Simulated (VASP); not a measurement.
# Pt (Fm-3m) in VASP: a series of runs

The runs below take Pt through single point, with PBE.

Program: VASP 6.6.1. These are calculated values, not measurements. Logs are shortened: lines on timing, memory, paths and dates and some standing lists are left out, and cuts for length are marked.

## (1) The cell of the first run

It takes space group Fm-3m (No. 225, cubic). Conventional cell: a = 3.916 Å, b = 3.916 Å, c = 3.916 Å, α = 90.00°, β = 90.00°, γ = 90.00°. Within 3.6 Å of Pt (site symmetry m-3m) lie 12 Pt at 2.77 Å.

## (2) Single point, PBE

Contents of INCAR:

```
PREC     = Accurate       # precision mode
ENCUT    = 520            # plane-wave cutoff, eV
EDIFF    = 1E-6           # SCF threshold, eV
ISMEAR   = -1             # smearing method
SIGMA    = 0.1            # smearing width, eV
LREAL    = F              # projectors in reciprocal space
LASPH    = T              # aspherical terms in the spheres
NELM     = 80             # most SCF steps
ALGO     = Normal         # electronic algorithm
ISIF     = 2              # what is computed and relaxed
LWAVE    = F              # write WAVECAR
LCHARG   = F              # write CHGCAR
GGA      = PE             # functional
NBANDS   = 11             # bands
```

Contents of KPOINTS:

```
Automatic mesh
0
Gamma
  11 11 11
```

Contents of POSCAR:

```
Pt
1.0
    0.0000000000      1.9579000000      1.9579000000
    1.9579000000      0.0000000000      1.9579000000
    1.9579000000      1.9579000000      0.0000000000
Pt
1
Direct
    0.0000000000      0.0000000000      0.0000000000
```

Potentials or basis: VASP PAW PBE potentials, release 64 (Pt).

On the command line:

```bash
$ cat potpaw_PBE.64/Pt/POTCAR > POTCAR
$ mpirun -np 1 vasp_std > vasp.out
```

OUTCAR:

```text
PREC = Accurate
   ENCUT = 520
   EDIFF = 1E-6
   ISMEAR = -1
   LREAL = F
   LASPH = T
   NELM = 80
   ISIF = 2
   GGA = PE

 ion  position               nearest neighbor table
   1  0.000  0.000  0.000-

  LATTYP: Found a face centered cubic cell.
 ALAT       =     3.9158000000

  Lattice vectors:

 A1 = (   0.0000000000,   1.9579000000,   1.9579000000)
 A2 = (   1.9579000000,   0.0000000000,   1.9579000000)
 A3 = (   1.9579000000,   1.9579000000,   0.0000000000)

Analysis of symmetry for initial positions (statically):
=====================================================================
 Subroutine PRICEL returns:
 Original cell was already a primitive cell.

 Routine SETGRP: Setting up the symmetry group for a
 face centered cubic supercell.

 Subroutine GETGRP returns: Found 48 space group operations
 (whereof 48 operations were pure point group operations)
 out of a pool of 48 trial point group operations.

The static configuration has the point symmetry O_h .

Analysis of symmetry for dynamics (positions and initial velocities):
=====================================================================
 Subroutine PRICEL returns:
 Original cell was already a primitive cell.

 Routine SETGRP: Setting up the symmetry group for a
 face centered cubic supercell.

 Subroutine GETGRP returns: Found 48 space group operations
 (whereof 48 operations were pure point group operations)
 out of a pool of 48 trial point group operations.

The dynamic configuration has the point symmetry O_h .

 Subroutine INISYM returns: Found 48 space group operations
 (whereof 48 operations are pure point group operations),
 and found     1 'primitive' translations

----------------------------------------------------------------------------------------

                                     Primitive cell

  volume of cell :      15.0107

  direct lattice vectors                    reciprocal lattice vectors
     0.000000000  1.957900000  1.957900000    -0.255375658  0.255375658  0.255375658
     1.957900000  0.000000000  1.957900000     0.255375658 -0.255375658  0.255375658
     1.957900000  1.957900000  0.000000000     0.255375658  0.255375658 -0.255375658

  length of vectors
     2.768888734  2.768888734  2.768888734     0.442323614  0.442323614  0.442323614

  position of ions in fractional coordinates (direct lattice)
     0.000000000  0.000000000  0.000000000

  ion indices of the primitive-cell ions
   primitive index   ion index
                 1           1

----------------------------------------------------------------------------------------

 KPOINTS: Automatic mesh

Automatic generation of k-mesh.
 Grid dimensions read from file:
 generate k-points for:   11   11   11

 Generating k-lattice:

  Cartesian coordinates                     Fractional coordinates (reciprocal lattice)
    -0.023215969  0.023215969  0.023215969     0.090909091  0.000000000  0.000000000
     0.023215969 -0.023215969  0.023215969     0.000000000  0.090909091  0.000000000
     0.023215969  0.023215969 -0.023215969     0.000000000  0.000000000  0.090909091

  Length of vectors
     0.040211238  0.040211238  0.040211238

  Shift w.r.t. Gamma in fractional coordinates (k-lattice)
     0.000000000  0.000000000  0.000000000

 Subroutine IBZKPT returns following result:
 ===========================================

 Found     56 irreducible k-points:

 Following reciprocal coordinates:
            Coordinates               Weight
  0.000000  0.000000  0.000000      1.000000
  0.090909  0.000000  0.000000      8.000000
  0.181818  0.000000  0.000000      8.000000
  0.272727  0.000000  0.000000      8.000000
  0.363636  0.000000  0.000000      8.000000
  0.454545  0.000000  0.000000      8.000000
[... 16 lines left out ...]
 -0.272727  0.181818  0.000000     24.000000
 -0.181818  0.181818  0.000000     12.000000
 [... further k-points ...]
   k-points           NKPTS =     56   k-points in BZ     NKDIM =     56   number of bands    NBANDS=     11
   number of dos      NEDOS =    301   number of ions     NIONS =      1
   total plane-waves  NPLWV =  13824
   dimension x,y,z NGX =    24 NGY =   24 NGZ =   24
   dimension x,y,z NGXF=    48 NGYF=   48 NGZF=   48
   ions per type =               1
   NGX,Y,Z   is equivalent  to a cutoff of  14.41, 14.41, 14.41 a.u.
   NGXF,Y,Z  is equivalent  to a cutoff of  28.82, 28.82, 28.82 a.u.
 SYSTEM =  unknown system
   PREC   = accura    normal or accurate (medium, high low for compatibility)
   ISTART =      0    job   : 0-new  1-cont  2-samecut
   ICHARG =      2    charge: 1-file 2-atom 10-const
   ISPIN  =      1    spin polarized calculation?
   LNONCOLLINEAR =      F non collinear calculations
   LSORBIT =      F    spin-orbit coupling
   LASPH  =      T    aspherical Exc in radial PAW
   ENCUT  =  520.0 eV  38.22 Ry    6.18 a.u.   5.15  5.15  5.15*2*pi/ulx,y,z
   NELM   =     80;   NELMIN=  2; NELMDL= -5     # of ELM steps
   EDIFF  = 0.1E-05   stopping-criterion for ELM
   LREAL  =      F    real-space projection
   EDIFFG = 0.1E-04   stopping-criterion for IOM
   NSW    =      0    number of steps for IOM
   IBRION =     -1    ionic relax: 0-MD 1-quasi-New 2-CG
   NFREE  =      0    steps in history (QN), initial steepest desc. (CG)
   ISIF   =      2    stress and relaxation
   ISYM   =      2    0-nonsym 1-usesym 2-fastsym
   POTIM  = 0.5000    time-step for ionic-motion
   TEBEG  =    0.0;   TEEND  =   0.0 temperature during run
   PSTRESS=    0.0 pullay stress
   NELECT =      10.0000    total number of electrons
   NUPDOWN=      -1.0000    fix difference up-down
   EMIN   =  10.00;   EMAX   =-10.00  energy-range for DOS
   EFERMI =   0.00;   METHOD = LEGACY
   ISMEAR =    -1;   SIGMA  =   0.10  broadening in eV -4-tet -1-fermi 0-gaus
   EFERMI_NEDOS =   21; number of points for ismear=-14 and -15
   IALGO  =     38    algorithm
   IMIX   =      4    mixing-type and parameters
     AMIX     =   0.40;   BMIX     =  1.00
     AMIX_MAG =   1.60;   BMIX_MAG =  1.00
  volume/ion in A,a.u.               =      15.01       101.30
  Fermi-wavevector in a.u.,A,eV,Ry     =   1.429797  2.701924 27.814648  2.044319
  Thomas-Fermi vector in A             =   2.549712
   LORBIT       =      0    0 simple, 1 ext, 2 COOP (PROOUT), +10 PAW based schemes
   GGA     = PE    functional components
[... 5 lines left out ...]
 non-spin polarized calculation
  energy-cutoff  :      520.00
  volume of cell :       15.01
 maximum number of plane-waves:       416
 NGX is ok and might be reduce to    24
   NGX = 11   NGY = 11   NGZ = 11

 number of electron      10.0000000 magnetization

 number of electron       9.9999999 magnetization

 Free energy of the ion-electron system (eV)
  ---------------------------------------------------
  ext. energy  EPLUGINS =         0.00000000
  ---------------------------------------------------
  free energy    TOTEN  =        -6.11613748 eV

  energy without entropy =       -6.06139884  energy(sigma->0) =       -6.08876816

 E-fermi :  11.3285     XC(G=0): -13.5203

 val. band max:       11.3151252965   @ k =   0.4545   0.4545   0.0000
 cond. band min:      11.3764521766   @ k =   0.4545   0.0909   0.0000
 fundamental gap:      0.0613268801
 Fermi energy:        11.3285330857

 k-point     1 :       0.0000    0.0000    0.0000
  band No.  band energies     occupation
      1       1.0862      2.00000
      2       7.5320      2.00000
      3       7.5320      2.00000
      4       7.5320      2.00000
      5       9.7032      2.00000
      6       9.7032      2.00000
      7      25.9824      0.00000
      8      30.9758      0.00000
      9      30.9758      0.00000
     10      30.9758      0.00000
     11      36.3392      0.00000

 k-point     2 :       0.0909    0.0000    0.0000
  band No.  band energies     occupation
      1       1.4170      2.00000
      2       7.3897      2.00000
      3       7.6593      2.00000
      4       7.6593      2.00000
      5       9.6359      2.00000
      6       9.6359      2.00000
      7      26.4887      0.00000
      8      29.4525      0.00000
      9      31.4865      0.00000
     10      31.4865      0.00000
     11      37.8528      0.00000

 k-point     3 :       0.1818    0.0000    0.0000
  band No.  band energies     occupation
      1       2.3162      2.00000
      2       7.1356      2.00000
      3       7.8910      2.00000
      4       7.8910      2.00000
      5       9.6155      2.00000
      6       9.6155      2.00000
      7      26.8466      0.00000
      8      27.5648      0.00000
      9      32.8842      0.00000
     10      32.8842      0.00000
     11      35.9055      0.00000

 k-point     4 :       0.2727    0.0000    0.0000
  band No.  band energies     occupation
      1       3.3792      2.00000
      2       7.3099      2.00000
      3       7.8718      2.00000
      4       7.8718      2.00000
      5      10.0317      2.00000
      6      10.0317      2.00000
      7      23.9122      0.00000
      8      27.5547      0.00000
      9      34.0866      0.00000
     10      34.0866      0.00000
     11      35.0899      0.00000
[... 239 lines left out ...]
 k-point    22 :      -0.3636    0.1818    0.0000
  band No.  band energies     occupation
      1       4.9796      2.00000
      2       6.9049      2.00000
      3       7.9930      2.00000
      4       8.2838      2.00000
      5      10.5797      1.99888
      6      13.8466      0.00000
      7      18.9477      0.00000
      8      25.8205      0.00000
      9      28.2705      0.00000
     10      30.9493      0.00000
     11      36.6853      0.00000

 k-point    23 :      -0.2727    0.1818    0.0000
  band No.  band energies     occupation
      1       4.8944      2.00000
      2       6.8928      2.00000
      3       7.3466      2.00000
      4       8.4407      2.00000
      5       9.6151      2.00000
      6      12.5000      0.00002
      7      22.1795      0.00000
      8      26.2306      0.00000
      9      28.8459      0.00000
     10      33.7418      0.00000
     11      33.7468      0.00000

 k-point    24 :      -0.1818    0.1818    0.0000
  band No.  band energies     occupation
      1       4.0347      2.00000
      2       6.6125      2.00000
      3       7.7274      2.00000
      4       8.7174      2.00000
      5       8.7764      2.00000
      6      11.2666      1.29994
      7      24.8648      0.00000
      8      27.4506      0.00000
      9      30.3972      0.00000
     10      31.5216      0.00000
     11      36.0591      0.00000

 [... further k-points ...]
[... 5 lines left out ...]
  --------------------------------------------------------------------------------------
  -------------------------------------------------------------------------------------
  Total        1.0300230      1.0300230      1.0300230      0.0000000      0.0000000      0.0000000
  in kB      109.9400603    109.9400603    109.9400603      0.0000000      0.0000000      0.0000000
  external PRESSURE =     109.9400603 kB  Pullay stress =       0.0000000 kB

 VOLUME and BASIS-vectors are now :
 -----------------------------------------------------------------------------
  energy-cutoff  :      520.00
  volume of cell :       15.01
      direct lattice vectors                 reciprocal lattice vectors
     0.000000000  1.957900000  1.957900000    -0.255375658  0.255375658  0.255375658
     1.957900000  0.000000000  1.957900000     0.255375658 -0.255375658  0.255375658
     1.957900000  1.957900000  0.000000000     0.255375658  0.255375658 -0.255375658

 POSITION                                       TOTAL-FORCE (eV/Angst)
 -----------------------------------------------------------------------------------
      0.00000      0.00000      0.00000        -0.000000      0.000000      0.000000
 -----------------------------------------------------------------------------------
    total drift:                               -0.000000      0.000000     -0.000000

  FREE ENERGIE OF THE ION-ELECTRON SYSTEM (eV)
  ---------------------------------------------------
  free  energy   TOTEN  =        -6.1161374768 eV

  energy  without entropy=       -6.0613988406  energy(sigma->0) =       -6.08876816
```

Run time: 5.9 s. Hardware: 1 thread of AMD EPYC 9R45 (Zen 5), shared host; peak memory 0.11 GiB.

Results:

```yaml
Free_energy: -6.1161 eV
Pressure: 11.0 GPa
Band_gap_on_the_k_mesh: zero (band 5 reaches 11.75 eV, above the bottom of band 6 at 9.62 eV)
```

Levels at points of the mesh, in eV from the Fermi level:
| k point | band 1 | band 2 | band 3 | band 4 | band 5 | band 6 | band 7 | band 8 | band 9 | band 10 |
| --- | --- | --- | --- | --- | --- | --- | --- | --- | --- | --- |
| (0.00, 0.00, 0.00) | -10.24 | -3.80 | -3.80 | -3.80 | -1.63 | -1.63 | 14.65 | 19.65 | 19.65 | 19.65 |

Caveat: spin-orbit coupling is left out, which moves the levels of the heavy elements.

## (3) Single point, PBE

Contents of INCAR:

```
PREC = Accurate
ENCUT = 500
EDIFF = 1E-6
ISMEAR = -1
SIGMA = 0.1
LREAL = F
LASPH = T
NELM = 120
ALGO = Normal
ISIF = 2
LWAVE = F
LCHARG = F
GGA = PE
NBANDS = 11
GGA_COMPAT = F
```

Contents of KPOINTS:

```
Automatic mesh
0
Gamma
  6 6 6
```

POSCAR is that of step 2.

Potentials or basis: VASP PAW PBE potentials, release 64 (Pt).

On the command line:

```bash
$ cat potpaw_PBE.64/Pt/POTCAR > POTCAR
$ mpirun -np 1 vasp_std > vasp.out
```

OUTCAR:

```text
PREC = Accurate
   ENCUT = 500
   EDIFF = 1E-6
   ISMEAR = -1
   LREAL = F
   LASPH = T
   NELM = 120
   ISIF = 2
   GGA = PE

 ion  position               nearest neighbor table
   1  0.000  0.000  0.000-

  LATTYP: Found a face centered cubic cell.
 ALAT       =     3.9158000000

  Lattice vectors:

 A1 = (   0.0000000000,   1.9579000000,   1.9579000000)
 A2 = (   1.9579000000,   0.0000000000,   1.9579000000)
 A3 = (   1.9579000000,   1.9579000000,   0.0000000000)

Analysis of symmetry for initial positions (statically):
=====================================================================
 Subroutine PRICEL returns:
 Original cell was already a primitive cell.

 Routine SETGRP: Setting up the symmetry group for a
 face centered cubic supercell.

 Subroutine GETGRP returns: Found 48 space group operations
 (whereof 48 operations were pure point group operations)
 out of a pool of 48 trial point group operations.

The static configuration has the point symmetry O_h .

Analysis of symmetry for dynamics (positions and initial velocities):
=====================================================================
 Subroutine PRICEL returns:
[... 154 lines left out ...]
      1       1.0855      2.00000
      2       7.5117      2.00000
      3       7.5117      2.00000
      4       7.5117      2.00000
      5       9.6776      2.00000
      6       9.6776      2.00000
      7      25.9880      0.00000
      8      30.9769      0.00000
      9      30.9769      0.00000
     10      30.9769      0.00000
     11      36.3447      0.00000
[... 197 lines left out ...]
 k-point    16 :      -0.3333    0.5000    0.1667
  band No.  band energies     occupation
      1       5.1598      2.00000
      2       5.6031      2.00000
      3       8.2904      2.00000
      4       9.9340      2.00000
      5      11.8201      0.01380
      6      17.3877      0.00000
      7      18.7761      0.00000
      8      21.4215      0.00000
      9      23.3849      0.00000
     10      34.9087      0.00000
     11      35.8699      0.00000

------------------------ aborting loop because EDIFF is reached ----------------------------------------

  FORCE on cell =-STRESS in cart. coord.  units (eV):
  Direction    XX          YY          ZZ          XY          YZ          ZX
  --------------------------------------------------------------------------------------
  -------------------------------------------------------------------------------------
  Total        0.7989636      0.7989636      0.7989636      0.0000000      0.0000000      0.0000000
  in kB       85.2778148     85.2778148     85.2778148      0.0000000      0.0000000      0.0000000
  external PRESSURE =      85.2778148 kB  Pullay stress =       0.0000000 kB

 VOLUME and BASIS-vectors are now :
 -----------------------------------------------------------------------------
  energy-cutoff  :      500.00
  volume of cell :       15.01
      direct lattice vectors                 reciprocal lattice vectors
     0.000000000  1.957900000  1.957900000    -0.255375658  0.255375658  0.255375658
     1.957900000  0.000000000  1.957900000     0.255375658 -0.255375658  0.255375658
     1.957900000  1.957900000  0.000000000     0.255375658  0.255375658 -0.255375658

 POSITION                                       TOTAL-FORCE (eV/Angst)
 -----------------------------------------------------------------------------------
      0.00000      0.00000      0.00000         0.000000      0.000000      0.000000
 -----------------------------------------------------------------------------------
    total drift:                                0.000000      0.000000      0.000000

  FREE ENERGIE OF THE ION-ELECTRON SYSTEM (eV)
  ---------------------------------------------------
  free  energy   TOTEN  =        -6.2100799882 eV

  energy  without entropy=       -6.1702611941  energy(sigma->0) =       -6.19017059
```

Run time: 9 s. Hardware: 1 thread of Intel Xeon 8259CL, shared host; peak memory 0.12 GiB.

What came out:

```yaml
Free_energy: -6.2101 eV
Pressure: 8.5 GPa
Band_gap_on_the_k_mesh: zero (band 5 reaches 11.82 eV, above the bottom of band 6 at 9.57 eV)
```

Levels at points of the mesh, in eV from the Fermi level:
```tsv
k point	band 1	band 2	band 3	band 4	band 5	band 6	band 7	band 8	band 9	band 10
(0.00, 0.00, 0.00)	-10.24	-3.81	-3.81	-3.81	-1.65	-1.65	14.66	19.65	19.65	19.65
(0.50, 0.00, 0.00)	-7.36	-3.88	-3.88	-0.46	0.04	0.04	5.89	14.23	19.04	19.04
(0.50, 0.50, 0.00)	-7.11	-6.66	0.00	0.49	0.49	1.80	8.95	11.44	11.44	20.23
```

Caveat: the k points lie up to 0.46 Å⁻¹ apart; spin-orbit coupling is left out, which moves the levels of the heavy elements.

## (4) Single point, PBE

Contents of INCAR:

```
SYSTEM = Pt
  ALGO = Normal
  EDIFF = 1E-6
  ENCUT = 500
  GGA = PE
  GGA_COMPAT = .False.
  ISIF = 2
  ISMEAR = -1
  LASPH = .True.
  LCHARG = .True.
  LELF = .True.
  LREAL = .False.
  LVHAR = .True.
  LWAVE = .False.
  NBANDS = 11
  NELM = 120
  PREC = Accurate
  SIGMA = 0.1
```

Contents of KPOINTS:

```
k-points
0
Gamma
  11 11 11
  0 0 0
```

POSCAR is that of step 3.

On the command line:

```bash
$ cat potpaw_PBE.64/Pt/POTCAR > POTCAR
$ mpirun -np 1 vasp_std > vasp.out
```

It took 17 s on 1 thread of Intel Xeon 8259CL, shared host; peak memory 0.13 GiB.

Results (log left out):

```yaml
Free_energy: -6.1160 eV
Pressure: 11.0 GPa
Band_gap_on_the_k_mesh: zero (band 5 reaches 11.75 eV, above the bottom of band 6 at 9.62 eV)
```

Levels at points of the mesh, in eV from the Fermi level:
| k point | band 1 | band 2 | band 3 | band 4 | band 5 | band 6 | band 7 | band 8 | band 9 | band 10 |
| --- | --- | --- | --- | --- | --- | --- | --- | --- | --- | --- |
| (0.00, 0.00, 0.00) | -10.24 | -3.80 | -3.80 | -3.80 | -1.63 | -1.63 | 14.65 | 19.65 | 19.65 | 19.65 |

Caveat: spin-orbit coupling is left out, which moves the levels of the heavy elements.

## (5) Overview

```tsv
k mesh	cutoff (eV)	gap on the mesh (eV)	pressure (GPa)
11 × 11 × 11	520	none	11.0
6 × 6 × 6	500	none	8.5
11 × 11 × 11	500	none	11.0
```

Alike in all rows: task single point; level PBE; potentials or basis VASP PAW PBE potentials, release 64 (Pt); no spin polarisation; cell as given; smearing fermi-dirac 0.1 eV.

Caveats: some runs use coarse meshes; spin-orbit coupling is left out, which moves the levels of the heavy elements.

Absolute energies hang on the potentials; compare differences alone.
